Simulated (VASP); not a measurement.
# AgCl (Fm-3m) in VASP: a series of runs

AgCl is run at these levels: r2SCAN; tasks: electric field gradients.

Program: VASP 6.6.1. These are calculated values, not measurements. Logs are shortened: lines on timing, memory, paths and dates and some standing lists are left out, and cuts for length are marked.

## Step 1: The cell of the first run

Symmetry: Fm-3m, No. 225, cubic system. Conventional cell: a = 5.470 Å, b = 5.470 Å, c = 5.470 Å, α = 90.00°, β = 90.00°, γ = 90.00°. Within 3.6 Å of Ag (site symmetry m-3m) lie 6 Cl at 2.74 Å. Within 3.6 Å of Cl (site symmetry m-3m) lie 6 Ag at 2.74 Å.

## Step 2: Electric field gradients, r2SCAN (volume scaled by 0.96)

The input, POSCAR:

```
AgCl
1.0
    0.0000000000      2.7351899843      2.7351899843
    2.7351899843      0.0000000000      2.7351899843
    2.7351899843      2.7351899843      0.0000000000
Ag Cl
1 1
Direct
    0.0000000000      0.0000000000      0.0000000000
    0.5000000000      0.5000000000      0.5000000000
```

The input, INCAR.step1:

```
SYSTEM = AgCl
ALGO     = Normal         ! electronic algorithm
EDIFF    = 1E-4           ! SCF threshold, eV
ENCUT    = 520            ! plane-wave cutoff, eV
GGA      = PE             ! functional
ISMEAR   = -1             ! smearing method
LASPH    = .True.         ! aspherical terms in the spheres
LCHARG   = .False.        ! write CHGCAR
LREAL    = .False.        ! projectors in reciprocal space
LWAVE    = .True.         ! write WAVECAR
NBANDS   = 16             ! bands
NELM     = 80             ! most SCF steps
PREC     = Accurate       ! precision mode
SIGMA    = 0.01           ! smearing width, eV
```

The input, INCAR.step2:

```
SYSTEM = AgCl
ALGO     = Normal         ! electronic algorithm
EDIFF    = 1E-8           ! SCF threshold, eV
ENCUT    = 520            ! plane-wave cutoff, eV
ISIF     = 2              ! what is computed and relaxed
ISMEAR   = -1             ! smearing method
ISTART   = 1            
LASPH    = .True.         ! aspherical terms in the spheres
LCHARG   = .False.        ! write CHGCAR
LEFG     = .True.       
LMIXTAU  = .True.       
LREAL    = .False.        ! projectors in reciprocal space
LWAVE    = .False.        ! write WAVECAR
METAGGA  = R2SCAN         ! meta-GGA
NBANDS   = 16             ! bands
NELM     = 80             ! most SCF steps
PREC     = Accurate       ! precision mode
SIGMA    = 0.01           ! smearing width, eV
```

The input, KPOINTS:

```
k-points
0
Gamma
  9 9 9
  0 0 0
```

Potentials or basis: VASP PAW PBE potentials, release 64 (Ag, Cl).

Run with:

```sh
> cat potpaw_PBE.64/Ag/POTCAR potpaw_PBE.64/Cl/POTCAR > POTCAR
> cp INCAR.step1 INCAR
> mpirun -np 1 vasp_std > vasp.out
> cp INCAR.step2 INCAR
> mpirun -np 1 vasp_std > vasp.out
```

OUTCAR:

```text
SYSTEM = AgCl
   EDIFF = 1E-8
   ENCUT = 520
   ISIF = 2
   ISMEAR = -1
   ISTART = 1
   LASPH = .True.
   LREAL = .False.
   METAGGA = R2SCAN
   NELM = 80
   PREC = Accurate

 ion  position               nearest neighbor table
   1  0.000  0.000  0.000-   2 2.74   2 2.74   2 2.74   2 2.74   2 2.74   2 2.74
   2  0.500  0.500  0.500-   1 2.74   1 2.74   1 2.74   1 2.74   1 2.74   1 2.74

  LATTYP: Found a face centered cubic cell.
 ALAT       =     5.4703799686

  Lattice vectors:

 A1 = (   0.0000000000,   2.7351899843,   2.7351899843)
 A2 = (   2.7351899843,   0.0000000000,   2.7351899843)
 A3 = (   2.7351899843,   2.7351899843,   0.0000000000)

Analysis of symmetry for initial positions (statically):
=====================================================================
 Subroutine PRICEL returns:
 Original cell was already a primitive cell.

 Routine SETGRP: Setting up the symmetry group for a
 face centered cubic supercell.

 Subroutine GETGRP returns: Found 48 space group operations
 (whereof 48 operations were pure point group operations)
 out of a pool of 48 trial point group operations.

The static configuration has the point symmetry O_h .

Analysis of symmetry for dynamics (positions and initial velocities):
=====================================================================
 Subroutine PRICEL returns:
 Original cell was already a primitive cell.

 Routine SETGRP: Setting up the symmetry group for a
 face centered cubic supercell.

 Subroutine GETGRP returns: Found 48 space group operations
 (whereof 48 operations were pure point group operations)
 out of a pool of 48 trial point group operations.

The dynamic configuration has the point symmetry O_h .

 Subroutine INISYM returns: Found 48 space group operations
 (whereof 48 operations are pure point group operations),
 and found     1 'primitive' translations

----------------------------------------------------------------------------------------

                                     Primitive cell

  volume of cell :      40.9254

  direct lattice vectors                    reciprocal lattice vectors
     0.000000000  2.735189984  2.735189984    -0.182802658  0.182802658  0.182802658
     2.735189984  0.000000000  2.735189984     0.182802658 -0.182802658  0.182802658
     2.735189984  2.735189984  0.000000000     0.182802658  0.182802658 -0.182802658

  length of vectors
     3.868142771  3.868142771  3.868142771     0.316623492  0.316623492  0.316623492

  position of ions in fractional coordinates (direct lattice)
     0.000000000  0.000000000  0.000000000
     0.500000000  0.500000000  0.500000000

  ion indices of the primitive-cell ions
   primitive index   ion index
                 1           1
                 2           2

----------------------------------------------------------------------------------------

 KPOINTS: k-points

Automatic generation of k-mesh.
 Grid dimensions read from file:
 generate k-points for:    9    9    9

 Generating k-lattice:

  Cartesian coordinates                     Fractional coordinates (reciprocal lattice)
    -0.020311406  0.020311406  0.020311406     0.111111111  0.000000000  0.000000000
     0.020311406 -0.020311406  0.020311406     0.000000000  0.111111111  0.000000000
     0.020311406  0.020311406 -0.020311406     0.000000000  0.000000000  0.111111111

  Length of vectors
     0.035180388  0.035180388  0.035180388

  Shift w.r.t. Gamma in fractional coordinates (k-lattice)
     0.000000000  0.000000000  0.000000000

 Subroutine IBZKPT returns following result:
 ===========================================

 Found     35 irreducible k-points:

 Following reciprocal coordinates:
            Coordinates               Weight
  0.000000  0.000000  0.000000      1.000000
  0.111111  0.000000  0.000000      8.000000
  0.222222  0.000000  0.000000      8.000000
  0.333333  0.000000  0.000000      8.000000
  0.444444  0.000000  0.000000      8.000000
  0.111111  0.111111  0.000000      6.000000
[... 16 lines left out ...]
 -0.333333  0.333333  0.000000     12.000000
  0.444444  0.444444  0.000000      6.000000
 [... further k-points ...]
   k-points           NKPTS =     35   k-points in BZ     NKDIM =     35   number of bands    NBANDS=     16
   number of dos      NEDOS =    301   number of ions     NIONS =      2
   total plane-waves  NPLWV =  27000
   dimension x,y,z NGX =    30 NGY =   30 NGZ =   30
   dimension x,y,z NGXF=    60 NGYF=   60 NGZF=   60
   ions per type =               1   1
   NGX,Y,Z   is equivalent  to a cutoff of  12.89, 12.89, 12.89 a.u.
   NGXF,Y,Z  is equivalent  to a cutoff of  25.79, 25.79, 25.79 a.u.
 SYSTEM =  AgCl
   PREC   = accura    normal or accurate (medium, high low for compatibility)
   ISTART =      1    job   : 0-new  1-cont  2-samecut
   ICHARG =      0    charge: 1-file 2-atom 10-const
   ISPIN  =      1    spin polarized calculation?
   LNONCOLLINEAR =      F non collinear calculations
   LSORBIT =      F    spin-orbit coupling
   LASPH  =      T    aspherical Exc in radial PAW
   ENCUT  =  520.0 eV  38.22 Ry    6.18 a.u.   7.19  7.19  7.19*2*pi/ulx,y,z
   NELM   =     80;   NELMIN=  2; NELMDL=  0     # of ELM steps
   EDIFF  = 0.1E-07   stopping-criterion for ELM
   LREAL  =      F    real-space projection
   EDIFFG = 0.1E-06   stopping-criterion for IOM
   NSW    =      0    number of steps for IOM
   IBRION =     -1    ionic relax: 0-MD 1-quasi-New 2-CG
   NFREE  =      0    steps in history (QN), initial steepest desc. (CG)
   ISIF   =      2    stress and relaxation
   ISYM   =      2    0-nonsym 1-usesym 2-fastsym
   POTIM  = 0.5000    time-step for ionic-motion
   TEBEG  =    0.0;   TEEND  =   0.0 temperature during run
   PSTRESS=    0.0 pullay stress
   NELECT =      18.0000    total number of electrons
   NUPDOWN=      -1.0000    fix difference up-down
   EMIN   =  10.00;   EMAX   =-10.00  energy-range for DOS
   EFERMI =   0.00;   METHOD = LEGACY
   ISMEAR =    -1;   SIGMA  =   0.01  broadening in eV -4-tet -1-fermi 0-gaus
   EFERMI_NEDOS =   21; number of points for ismear=-14 and -15
   IALGO  =     38    algorithm
   IMIX   =      4    mixing-type and parameters
     AMIX     =   0.40;   BMIX     =  1.00
     AMIX_MAG =   1.60;   BMIX_MAG =  1.00
  volume/ion in A,a.u.               =      20.46       138.09
  Fermi-wavevector in a.u.,A,eV,Ry     =   1.244997  2.352702 21.089256  1.550017
  Thomas-Fermi vector in A             =   2.379239
   LORBIT       =      0    0 simple, 1 ext, 2 COOP (PROOUT), +10 PAW based schemes
   METAGGA = R2SCAN    functional components
   LHFCALC =     F    Hartree Fock is set to
   AEXX    =    0.0000 exact exchange contribution
   IVDW    =     0    specifies the selected vdW correction
   LEPSILON=     F    determine dielectric tensor
   LRPA    =     F    only Hartree local field effects (RPA)
 non-spin polarized calculation
  energy-cutoff  :      520.00
  volume of cell :       40.93
 maximum number of plane-waves:      1118
 NGX is ok and might be reduce to    30
   NGX = 15   NGY = 15   NGZ = 15

 number of electron      18.0000002 magnetization

 Free energy of the ion-electron system (eV)
  ---------------------------------------------------
  ext. energy  EPLUGINS =         0.00000000
  ---------------------------------------------------
  free energy    TOTEN  =       -28.63148156 eV

  energy without entropy =      -28.63148156  energy(sigma->0) =      -28.63148156

 E-fermi :   4.3305     XC(G=0): -10.7393

 val. band max:        4.0301619025   @ k =   0.4444   0.0000   0.0000
 cond. band min:       5.5053505210   @ k =   0.0000   0.0000   0.0000
 fundamental gap:      1.4751886184
 Fermi energy:         4.3305471413

 k-point     1 :       0.0000    0.0000    0.0000
  band No.  band energies     occupation
      1     -12.0270      2.00000
      2       1.4532      2.00000
      3       1.4532      2.00000
      4       1.4532      2.00000
      5       1.4704      2.00000
      6       1.4704      2.00000
[... 8 lines left out ...]
     15      18.5529      0.00000
     16      18.5529      0.00000
[... 419 lines left out ...]
 k-point    24 :       0.4444    0.4444    0.0000
  band No.  band energies     occupation
      1     -11.5344      2.00000
      2      -0.7498      2.00000
      3       0.6570      2.00000
      4       0.6570      2.00000
      5       1.1222      2.00000
      6       1.7201      2.00000
[... 8 lines left out ...]
     15      20.1877      0.00000
     16      20.1877      0.00000

 [... further k-points ...]

------------------------ aborting loop because EDIFF is reached ----------------------------------------

  FORCE on cell =-STRESS in cart. coord.  units (eV):
  Direction    XX          YY          ZZ          XY          YZ          ZX
  --------------------------------------------------------------------------------------
  -------------------------------------------------------------------------------------
  Total        0.5646443      0.5646443      0.5646443     -0.0000000      0.0000000     -0.0000000
  in kB       22.1051267     22.1051267     22.1051267     -0.0000000      0.0000000     -0.0000000
  external PRESSURE =      22.1051267 kB  Pullay stress =       0.0000000 kB

 VOLUME and BASIS-vectors are now :
 -----------------------------------------------------------------------------
  energy-cutoff  :      520.00
  volume of cell :       40.93
      direct lattice vectors                 reciprocal lattice vectors
     0.000000000  2.735189984  2.735189984    -0.182802658  0.182802658  0.182802658
     2.735189984  0.000000000  2.735189984     0.182802658 -0.182802658  0.182802658
     2.735189984  2.735189984  0.000000000     0.182802658  0.182802658 -0.182802658

 POSITION                                       TOTAL-FORCE (eV/Angst)
 -----------------------------------------------------------------------------------
      0.00000      0.00000      0.00000        -0.000000      0.000000      0.000000
      2.73519      2.73519      2.73519         0.000000     -0.000000     -0.000000
 -----------------------------------------------------------------------------------
    total drift:                               -0.000000      0.000000      0.000000

  FREE ENERGIE OF THE ION-ELECTRON SYSTEM (eV)
  ---------------------------------------------------
  free  energy   TOTEN  =       -28.6314815617 eV

  energy  without entropy=      -28.6314815617  energy(sigma->0) =      -28.63148156

 Electric field gradients (V/A^2)
---------------------------------------------------------------------
 ion       V_xx      V_yy      V_zz      V_xy      V_xz      V_yz
---------------------------------------------------------------------
   1      -0.000    -0.000     0.000    -0.001    -0.001    -0.001
   2      -0.000     0.000    -0.000    -0.001    -0.001    -0.001
---------------------------------------------------------------------

 Electric field gradients after diagonalization (V/A^2)
 (convention: |V_zz| > |V_xx| > |V_yy|)
----------------------------------------------------------------------
 ion       V_xx      V_yy      V_zz     asymmetry (V_yy - V_xx)/ V_zz
----------------------------------------------------------------------
   1       0.001     0.001    -0.002       0.000
   2       0.001     0.001    -0.001       0.000
----------------------------------------------------------------------

           NMR quadrupolar parameters

 Cq : quadrupolar parameter    Cq=e*Q*V_zz/h
 eta: asymmetry parameters     (V_yy - V_xx)/ V_zz
 Q  : nuclear electric quadrupole moment in mb (millibarn)
----------------------------------------------------------------------
 ion       Cq(MHz)       eta       Q (mb)
----------------------------------------------------------------------
   1      -0.000       0.000       1.000
   2      -0.000       0.000       1.000
----------------------------------------------------------------------
```

It took 61 s on 1 thread of Intel Xeon 6975P-C (Granite Rapids), shared host; peak memory 0.18 GiB.

What came out:

```
Free energy            : -28.6315 eV
Pressure               : 2.2 GPa
Band gap on the k mesh : 1.48 eV, indirect (least direct gap 3.82 eV)
```

Caveat: without QUAD_EFG the Cq values of the log hold for a quadrupole moment of 1 mb, not for the nuclei; the PAW data sets were made with another functional, which shifts forces and pressure a little. A k mesh can miss the band edges.

[end of part 1 of 2]
